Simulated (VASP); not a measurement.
## HfO2: single point with PBE

HfO2:

```
CELL_PARAMETERS angstrom
0.00000 2.52918 2.52918
2.52918 0.00000 2.52918
2.52918 2.52918 0.00000
ATOMIC_POSITIONS crystal
Hf 0.00000 0.00000 0.00000
O 0.25000 0.25000 0.25000
O 0.75000 0.75000 0.75000
```

```yaml
Program: VASP 6.6.1
Task: single point
Functional: PBE
Potentials_or_basis: VASP PAW PBE potentials, release 64 (Hf_pv, O)
Cutoff: 520 eV
k_mesh: 8 × 8 × 8
Occupations: gaussian, width 0.01 eV
Spin: no spin polarisation
```

```json
{
  "Pressure": "2.1 GPa",
  "Band gap on the k mesh": "3.82 eV, direct"
}
```

Levels at points of the mesh, in eV from the valence-band top:
| k point | band 7 | band 8 | band 9 | band 10 | band 11 | band 12 | band 13 | band 14 | band 15 | band 16 |
| --- | --- | --- | --- | --- | --- | --- | --- | --- | --- | --- |
| (0.00, 0.00, 0.00) | -5.38 | -5.38 | -0.61 | -0.61 | -0.61 | 3.90 | 3.90 | 5.89 | 10.51 | 10.51 |
| (0.50, 0.00, 0.00) | -4.34 | -3.05 | -2.74 | -1.84 | -1.84 | 4.63 | 4.63 | 7.05 | 9.09 | 9.46 |
| (0.50, 0.50, 0.00) | -3.48 | -3.48 | -1.54 | -1.54 | 0.00 | 3.82 | 5.54 | 6.70 | 8.22 | 8.22 |

It took 9.5 s on 1 thread of Intel(R) Xeon(R) 6975P-C (Granite Rapids), with other jobs on the host, peak memory 0.16 GiB.

Caveat: spin-orbit coupling is left out, which moves the levels of the heavy elements. A k mesh can miss the band edges.
